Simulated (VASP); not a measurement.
# H (I4/mmm) in VASP: further runs, part 2 of 2

VASP 6.6.1. The steps go on from the part before.

### 3 Single point, r2SCAN

This run uses another cell than the first one, of the same volume but with other edges.

The input, POSCAR:

```
H
1.0
   -1.7392082084      1.7392082084      1.9471702941
    1.7392082084     -1.7392082084      1.9471702941
    1.7392082084      1.7392082084     -1.9471702941
H
2
Direct
    0.9098622900      0.9098622900      0.0000000000
    0.0901377100      0.0901377100      0.0000000000
```

The input, INCAR.step1:

```
PREC     = Accurate       # precision mode
ENCUT    = 520            # plane-wave cutoff, eV
ISMEAR   = 0              # smearing method
SIGMA    = 0.05           # smearing width, eV
LREAL    = False          # projectors in reciprocal space
LASPH    = True           # aspherical terms in the spheres
NELM     = 60             # most SCF steps
NBANDS   = 8              # bands
GGA      = PE             # functional
ALGO     = Normal         # electronic algorithm
EDIFF    = 1E-4           # SCF threshold, eV
LWAVE    = True           # write WAVECAR
LCHARG   = False          # write CHGCAR
```

The input, INCAR.step2:

```
PREC     = Accurate       # precision mode
ENCUT    = 520            # plane-wave cutoff, eV
EDIFF    = 1E-6           # SCF threshold, eV
ISMEAR   = 0              # smearing method
SIGMA    = 0.05           # smearing width, eV
LREAL    = False          # projectors in reciprocal space
LASPH    = True           # aspherical terms in the spheres
NELM     = 60             # most SCF steps
ALGO     = Normal         # electronic algorithm
ISIF     = 2              # what is computed and relaxed
LWAVE    = False          # write WAVECAR
LCHARG   = False          # write CHGCAR
METAGGA  = R2SCAN         # meta-GGA
LMIXTAU  = True         
NBANDS   = 8              # bands
ISTART   = 1
```

The input, KPOINTS:

```
Automatic mesh
0
Gamma
  10 10 10
```

Potentials or basis: VASP PAW PBE potentials, release 64 (H).

The run is started by

```bash
$ cat potpaw_PBE.64/H/POTCAR > POTCAR
$ cp INCAR.step1 INCAR
$ mpirun -np 1 vasp_std > vasp.out
$ cp INCAR.step2 INCAR
$ mpirun -np 1 vasp_std > vasp.out
```

OUTCAR:

```text
PREC = Accurate
   ENCUT = 520
   EDIFF = 1E-6
   ISMEAR = 0
   LREAL = False
   LASPH = True
   NELM = 60
   ISIF = 2
   METAGGA = R2SCAN
   ISTART = 1

 ion  position               nearest neighbor table
   1  0.910  0.910  0.000-   2 0.70
   2  0.090  0.090  0.000-   1 0.70

  LATTYP: Found a body centered tetragonal cell.
 ALAT       =     3.4784164168
 C/A-ratio  =     1.1195728520

  Lattice vectors:

 A1 = (  -1.7392082084,   1.7392082084,   1.9471702941)
 A2 = (   1.7392082084,  -1.7392082084,   1.9471702941)
 A3 = (   1.7392082084,   1.7392082084,  -1.9471702941)

Analysis of symmetry for initial positions (statically):
=====================================================================
 Subroutine PRICEL returns:
 Original cell was already a primitive cell.

 Routine SETGRP: Setting up the symmetry group for a
 body centered tetragonal supercell.

 Subroutine GETGRP returns: Found 16 space group operations
 (whereof 16 operations were pure point group operations)
 out of a pool of 16 trial point group operations.

The static configuration has the point symmetry D_4h.

[... 164 lines left out ...]
 fundamental gap:     10.0935273955
 Fermi energy:        -8.6215834171

 k-point     1 :       0.0000    0.0000    0.0000
  band No.  band energies     occupation
      1     -11.1882      2.00000
      2       5.8405      0.00000
      3       9.8484      0.00000
      4      16.0385      0.00000
      5      16.0385      0.00000
      6      19.1987      0.00000
      7      19.1987      0.00000
      8      20.4576      0.00000
[... 243 lines left out ...]
 k-point    24 :       0.4000    0.3000    0.0000
  band No.  band energies     occupation
      1      -9.4632      2.00000
      2       2.8296      0.00000
      3       4.5877      0.00000
      4      10.1037      0.00000
      5      12.5681      0.00000
      6      18.4374      0.00000
      7      22.1354      0.00000
      8      22.5678      0.00000

 [... further k-points ...]

------------------------ aborting loop because EDIFF is reached ----------------------------------------

  FORCE on cell =-STRESS in cart. coord.  units (eV):
  Direction    XX          YY          ZZ          XY          YZ          ZX
  --------------------------------------------------------------------------------------
  -------------------------------------------------------------------------------------
  Total       -0.0015446     -0.0015446      1.1609946      0.0000000      0.0000000      0.0000000
  in kB       -0.1050398     -0.1050398     78.9539233      0.0000000      0.0000000      0.0000000
  external PRESSURE =      26.2479479 kB  Pullay stress =       0.0000000 kB

 VOLUME and BASIS-vectors are now :
 -----------------------------------------------------------------------------
  energy-cutoff  :      520.00
  volume of cell :       23.56
      direct lattice vectors                 reciprocal lattice vectors
    -1.739208208  1.739208208  1.947170294     0.000000000  0.287487144  0.256782882
     1.739208208 -1.739208208  1.947170294     0.287487144  0.000000000  0.256782882
     1.739208208  1.739208208 -1.947170294     0.287487144  0.287487144  0.000000000

 POSITION                                       TOTAL-FORCE (eV/Angst)
 -----------------------------------------------------------------------------------
      0.00000      0.00000      3.54331        -0.000000     -0.000000     -1.651357
      0.00000      0.00000      0.35103         0.000000      0.000000      1.651357
 -----------------------------------------------------------------------------------
    total drift:                               -0.000000      0.000000     -0.000000

  FREE ENERGIE OF THE ION-ELECTRON SYSTEM (eV)
  ---------------------------------------------------
  free  energy   TOTEN  =        -6.8698335631 eV

  energy  without entropy=       -6.8698335631  energy(sigma->0) =       -6.86983356
```

OUTCAR.step1:

```text
PREC = Accurate
   ENCUT = 520
   ISMEAR = 0
   LREAL = False
   LASPH = True
[... 486 lines left out ...]
      0.00000      0.00000      3.54331         0.000000      0.000000     -1.922785
      0.00000      0.00000      0.35103        -0.000000     -0.000000      1.922785
 -----------------------------------------------------------------------------------
    total drift:                               -0.000000      0.000000     -0.000000

  FREE ENERGIE OF THE ION-ELECTRON SYSTEM (eV)
  ---------------------------------------------------
  free  energy   TOTEN  =        -6.7382601564 eV

  energy  without entropy=       -6.7382601564  energy(sigma->0) =       -6.73826016
```

Wall time 2.4 min (1 thread of AMD EPYC 7R13, shared host); peak memory 0.11 GiB.

Results:

```
Free energy            : -6.8698 eV
Pressure               : 2.6 GPa
Largest force          : 1.651 eV/Å
Band gap on the k mesh : 10.09 eV, indirect (least direct gap 10.89 eV)
```

Forces on the atoms (eV/Å):
```
H    0.000  0.000 -1.651
H    0.000  0.000  1.651
```

Stress tensor (GPa, compression positive):
```
-0.01  0.00  0.00
 0.00 -0.01  0.00
 0.00  0.00  7.90
```

Levels at points of the mesh, in eV from the valence-band top:
| k point | band 1 | band 2 | band 3 | band 4 | band 5 | band 6 |
| --- | --- | --- | --- | --- | --- | --- |
| (0.00, 0.00, 0.00) | -2.31 | 14.72 | 18.73 | 24.92 | 24.92 | 28.08 |
| (0.50, 0.00, 0.00) | -0.80 | 10.09 | 18.20 | 20.25 | 21.20 | 24.43 |
| (0.50, 0.50, 0.00) | -0.70 | 11.58 | 15.88 | 17.77 | 21.06 | 22.39 |
| (0.50, 0.50, 0.50) | 0.00 | 12.23 | 16.85 | 16.85 | 17.19 | 19.28 |

Caveat: the PAW data sets were made with another functional, which shifts forces and pressure a little.

### 4 Single point, r2SCAN

The input, POSCAR:

```
H
1.0
   -1.6386390135      1.6386390135      2.1935144881
    1.6386390135     -1.6386390135      2.1935144881
    1.6386390135      1.6386390135     -2.1935144881
H
2
Direct
    0.9098622900      0.9098622900      0.0000000000
    0.0901377100      0.0901377100      0.0000000000
```

The input, INCAR.step1:

```
SYSTEM = H
PREC = Accurate
ENCUT = 520
ISMEAR = 0
SIGMA = 0.05
LREAL = .FALSE.
LASPH = .TRUE.
NELM = 60
NBANDS = 8
GGA = PE
ALGO = Normal
EDIFF = 1E-4
LWAVE = .TRUE.
LCHARG = .FALSE.
```

The input, INCAR.step2:

```
SYSTEM = H
PREC = Accurate
ENCUT = 520
EDIFF = 1E-7
ISMEAR = 0
SIGMA = 0.05
LREAL = .FALSE.
LASPH = .TRUE.
NELM = 60
ALGO = Normal
ISIF = 2
LWAVE = .FALSE.
LCHARG = .TRUE.
METAGGA = R2SCAN
LMIXTAU = .TRUE.
LELF = .TRUE.
LVHAR = .TRUE.
NBANDS = 8
ISTART = 1
```

The input, KPOINTS:

```
Automatic mesh
0
G
  10 10 10
  0 0 0
```

Potentials or basis: VASP PAW PBE potentials, release 64 (H).

The run is started by

```bash
$ cat potpaw_PBE.64/H/POTCAR > POTCAR
$ cp INCAR.step1 INCAR
$ mpirun -np 1 vasp_std > vasp.out
$ cp INCAR.step2 INCAR
$ mpirun -np 1 vasp_std > vasp.out
```

OUTCAR:

```text
SYSTEM = H
   PREC = Accurate
   ENCUT = 520
   EDIFF = 1E-7
   ISMEAR = 0
   LREAL = .FALSE.
   LASPH = .TRUE.
   NELM = 60
   ISIF = 2
   METAGGA = R2SCAN
   ISTART = 1

 ion  position               nearest neighbor table
   1  0.910  0.910  0.000-   2 0.79
   2  0.090  0.090  0.000-   1 0.79

  LATTYP: Found a body centered tetragonal cell.
[... 451 lines left out ...]
      7      19.8537      0.00000
      8      22.2119      0.00000

 [... further k-points ...]

------------------------ aborting loop because EDIFF is reached ----------------------------------------

  FORCE on cell =-STRESS in cart. coord.  units (eV):
  Direction    XX          YY          ZZ          XY          YZ          ZX
  --------------------------------------------------------------------------------------
  -------------------------------------------------------------------------------------
  Total        0.0039469      0.0039469     -1.1900331      0.0000000      0.0000000      0.0000000
  in kB        0.2684100      0.2684100    -80.9286968      0.0000000      0.0000000      0.0000000
  external PRESSURE =     -26.7972923 kB  Pullay stress =       0.0000000 kB

 VOLUME and BASIS-vectors are now :
 -----------------------------------------------------------------------------
  energy-cutoff  :      520.00
  volume of cell :       23.56
      direct lattice vectors                 reciprocal lattice vectors
    -1.638639013  1.638639013  2.193514488     0.000000000  0.305131268  0.227944699
     1.638639013 -1.638639013  2.193514488     0.305131268  0.000000000  0.227944699
     1.638639013  1.638639013 -2.193514488     0.305131268  0.305131268  0.000000000

 POSITION                                       TOTAL-FORCE (eV/Angst)
 -----------------------------------------------------------------------------------
      0.00000      0.00000      3.99159        -0.000000     -0.000000      1.505008
      0.00000      0.00000      0.39544         0.000000      0.000000     -1.505008
 -----------------------------------------------------------------------------------
    total drift:                               -0.000000      0.000000     -0.000000

  FREE ENERGIE OF THE ION-ELECTRON SYSTEM (eV)
  ---------------------------------------------------
  free  energy   TOTEN  =        -6.8636935200 eV

  energy  without entropy=       -6.8636935200  energy(sigma->0) =       -6.86369352
```

OUTCAR.step1:

```text
SYSTEM = H
   PREC = Accurate
   ENCUT = 520
   ISMEAR = 0
   LREAL = .FALSE.
[... 487 lines left out ...]
      0.00000      0.00000      3.99159        -0.000000     -0.000000      1.245569
      0.00000      0.00000      0.39544         0.000000      0.000000     -1.245569
 -----------------------------------------------------------------------------------
    total drift:                               -0.000000      0.000000      0.000000

  FREE ENERGIE OF THE ION-ELECTRON SYSTEM (eV)
  ---------------------------------------------------
  free  energy   TOTEN  =        -6.7555438263 eV

  energy  without entropy=       -6.7555438263  energy(sigma->0) =       -6.75554383
```

OSZICAR.step1:

```text
N       E                     dE             d eps       ncg     rms          rms(c)
DAV:   1    -0.694225043731E+01   -0.69423E+01   -0.52011E+02  1632   0.169E+02
DAV:   2    -0.723229161857E+01   -0.29004E+00   -0.29004E+00  2208   0.947E+00
DAV:   3    -0.723263104517E+01   -0.33943E-03   -0.33943E-03  1840   0.317E-01
DAV:   4    -0.723263140337E+01   -0.35820E-06   -0.35821E-06  2512   0.109E-02
DAV:   5    -0.723263140351E+01   -0.13506E-09   -0.13574E-09  1768   0.132E-04    0.405E+00
DAV:   6    -0.690711464091E+01    0.32552E+00   -0.16947E-01  1736   0.121E+00    0.223E+00
DAV:   7    -0.675236892811E+01    0.15475E+00   -0.37403E-01  1808   0.191E+00    0.245E-01
DAV:   8    -0.675622793224E+01   -0.38590E-02   -0.72634E-03  1776   0.337E-01    0.151E-01
DAV:   9    -0.675553197521E+01    0.69596E-03   -0.17404E-03  2088   0.145E-01    0.998E-03
DAV:  10    -0.675554382627E+01   -0.11851E-04   -0.26760E-05  1216   0.312E-02
   1 F= -.67555438E+01 E0= -.67555438E+01  d E =-.615248E-17
```

Wall time 2.9 min (1 thread of AMD EPYC 7R13, shared host); peak memory 0.11 GiB.

What came out:

```yaml
Free_energy: -6.8637 eV
Pressure: -2.7 GPa
Largest_force: 1.505 eV/Å
Band_gap_on_the_k_mesh: 9.27 eV, indirect (least direct gap 9.58 eV)
```

Forces in eV/Å, atoms in the order of the input:
```
H    0.000  0.000  1.505
H    0.000  0.000 -1.505
```

Stress tensor (GPa, compression positive):
```
 0.03  0.00  0.00
 0.00  0.03  0.00
 0.00  0.00 -8.09
```

Levels at points of the mesh, in eV from the valence-band top:
| k point | band 1 | band 2 | band 3 | band 4 |
| --- | --- | --- | --- | --- |
| (0.00, 0.00, 0.00) | -2.43 | 14.75 | 17.09 | 24.21 |
| (0.50, 0.00, 0.00) | -0.77 | 9.27 | 18.23 | 18.75 |
| (0.50, 0.50, 0.00) | -0.43 | 11.59 | 13.91 | 16.95 |
| (0.50, 0.50, 0.50) | 0.00 | 9.58 | 16.10 | 17.63 |

Caveat: the PAW data sets were made with another functional, which shifts forces and pressure a little. A k mesh can miss the band edges.

### 5 Single point, r2SCAN

This run uses another cell than the first one, of the same volume but with other edges.

The input, POSCAR:

```
H
1.0
   -1.7147090548      1.7147090548      2.0032087376
    1.7147090548     -1.7147090548      2.0032087376
    1.7147090548      1.7147090548     -2.0032087376
H
2
Direct
    0.9098622900      0.9098622900      0.0000000000
    0.0901377100      0.0901377100      0.0000000000
```

The input, INCAR.step1:

```
SYSTEM = H
PREC = Accurate ; ENCUT = 520
ISMEAR = 0 ; SIGMA = 0.05
LREAL = .FALSE. ; LASPH = .TRUE.
NELM = 60 ; NBANDS = 8
GGA = PE ; ALGO = Normal
EDIFF = 1E-4 ; LWAVE = .TRUE.
LCHARG = .FALSE.
```

The input, INCAR.step2:

```
SYSTEM = H
PREC = Accurate ; ENCUT = 520
EDIFF = 1E-7 ; ISMEAR = 0
SIGMA = 0.05 ; LREAL = .FALSE.
LASPH = .TRUE. ; NELM = 60
ALGO = Normal ; ISIF = 2
LWAVE = .FALSE. ; LCHARG = .FALSE.
METAGGA = R2SCAN ; LMIXTAU = .TRUE.
NBANDS = 8 ; ISTART = 1
```

The input, KPOINTS:

```
regular mesh
0
G
  10 10 10
  0 0 0
```

The run is started by

```bash
$ cat potpaw_PBE.64/H/POTCAR > POTCAR
$ cp INCAR.step1 INCAR
$ mpirun -np 1 vasp_std > vasp.out
$ cp INCAR.step2 INCAR
$ mpirun -np 1 vasp_std > vasp.out
```

Run time: 3.3 min. Hardware: 1 thread of AMD EPYC 7R13, shared host; peak memory 0.11 GiB.

The run converged. Its results:

```yaml
Free_energy: -6.8943 eV
Pressure: 1.3 GPa
Largest_force: 0.763 eV/Å
Band_gap_on_the_k_mesh: 9.87 eV, indirect (least direct gap 10.68 eV)
```

Forces in eV/Å, atoms in the order of the input:
```
H    0.000  0.000 -0.763
H    0.000  0.000  0.763
```

Stress tensor (GPa, compression positive):
```
-0.01  0.00  0.00
 0.00 -0.01  0.00
 0.00  0.00  3.77
```

Levels at points of the mesh, in eV from the valence-band top:
| k point | band 1 | band 2 | band 3 | band 4 | band 5 |
| --- | --- | --- | --- | --- | --- |
| (0.00, 0.00, 0.00) | -2.35 | 14.70 | 18.30 | 24.74 | 24.74 |
| (0.50, 0.00, 0.00) | -0.82 | 9.87 | 18.19 | 20.00 | 21.28 |
| (0.50, 0.50, 0.00) | -0.66 | 11.55 | 15.35 | 17.53 | 20.50 |
| (0.50, 0.50, 0.50) | 0.00 | 11.54 | 16.83 | 17.00 | 17.00 |

Caveat: the PAW data sets were made with another functional, which shifts forces and pressure a little.

### 6 Single point, r2SCAN

The input, POSCAR:

```
H
1.0
   -1.5498859267      1.5498859267      2.4519274668
    1.5498859267     -1.5498859267      2.4519274668
    1.5498859267      1.5498859267     -2.4519274668
H
2
Direct
    0.9098622900      0.9098622900      0.0000000000
    0.0901377100      0.0901377100      0.0000000000
```

The input, INCAR.step1:

```
SYSTEM = H
ALGO = Normal ; EDIFF = 1E-4
ENCUT = 520 ; GGA = PE
ISMEAR = 0 ; LASPH = .True.
LCHARG = .False. ; LREAL = .False.
LWAVE = .True. ; NBANDS = 8
NELM = 80 ; PREC = Accurate
SIGMA = 0.05
```

The input, INCAR.step2:

```
SYSTEM = H
ALGO = Normal ; EDIFF = 1E-7
ENCUT = 520 ; ISIF = 2
ISMEAR = 0 ; ISTART = 1
LASPH = .True. ; LCHARG = .False.
LMIXTAU = .True. ; LREAL = .False.
LWAVE = .False. ; METAGGA = R2SCAN
NBANDS = 8 ; NELM = 80
PREC = Accurate ; SIGMA = 0.05
```

The input, KPOINTS:

```
k-points
0
Gamma
  10 10 10
  0 0 0
```

Potentials or basis: VASP PAW PBE potentials, release 64 (H).

The run is started by

```bash
$ cat potpaw_PBE.64/H/POTCAR > POTCAR
$ cp INCAR.step1 INCAR
$ mpirun -np 1 vasp_std > vasp.out
$ cp INCAR.step2 INCAR
$ mpirun -np 1 vasp_std > vasp.out
```

Wall time 2.5 min (1 thread of AMD EPYC 7R13, shared host); peak memory 0.11 GiB.

It converged, with:

| Property | Result |
| --- | --- |
| Free energy | -6.6262 eV |
| Pressure | -6.6 GPa |
| Largest force | 3.335 eV/Å |
| Band gap on the k mesh | 7.55 eV, indirect (least direct gap 7.67 eV) |

Forces on the atoms (eV/Å):
```
H    0.000  0.000  3.335
H    0.000  0.000 -3.335
```

Stress tensor (GPa, compression positive):
```
  0.23   0.00   0.00
  0.00   0.23   0.00
  0.00   0.00 -20.25
```

Levels at points of the mesh, in eV from the valence-band top:
| k point | band 1 | band 2 | band 3 | band 4 | band 5 |
| --- | --- | --- | --- | --- | --- |
| (0.00, 0.00, 0.00) | -2.47 | 14.96 | 15.54 | 23.87 | 23.87 |
| (0.50, 0.00, 0.00) | -0.63 | 8.66 | 16.47 | 17.98 | 22.72 |
| (0.50, 0.50, 0.00) | -0.03 | 11.79 | 12.50 | 16.52 | 17.59 |
| (0.50, 0.50, 0.50) | -0.12 | 7.55 | 15.89 | 18.65 | 18.65 |

Caveat: the PAW data sets were made with another functional, which shifts forces and pressure a little. A k mesh can miss the band edges.

### 7 The runs side by side

| cell | gap on the mesh (eV) | pressure (GPa) | largest force (eV/Å) |
| --- | --- | --- | --- |
| a = 3.236 Å, angles 121.1, 121.1, 88.2°, 2 atoms | 8.52 | -4.8 | 2.57 |
| a = 3.137 Å, angles 112.7, 112.7, 103.3°, 2 atoms | 10.09 | 2.6 | 1.65 |
| a = 3.191 Å, angles 118.2, 118.2, 93.1°, 2 atoms | 9.27 | -2.7 | 1.51 |
| a = 3.145 Å, angles 113.9, 113.9, 100.9°, 2 atoms | 9.87 | 1.3 | 0.76 |
| a = 3.289 Å, angles 123.8, 123.8, 83.6°, 2 atoms | 7.55 | -6.6 | 3.33 |

Alike in all rows: task single point; level r2SCAN; potentials or basis VASP PAW PBE potentials, release 64 (H); no spin polarisation; k mesh 10 × 10 × 10; cutoff (eV) 520; smearing gaussian 0.05 eV.

Caveats: the PAW data sets were made with another functional, which shifts forces and pressure a little.

Total energies depend on the potentials used, so only differences within one code and one set of settings carry meaning.
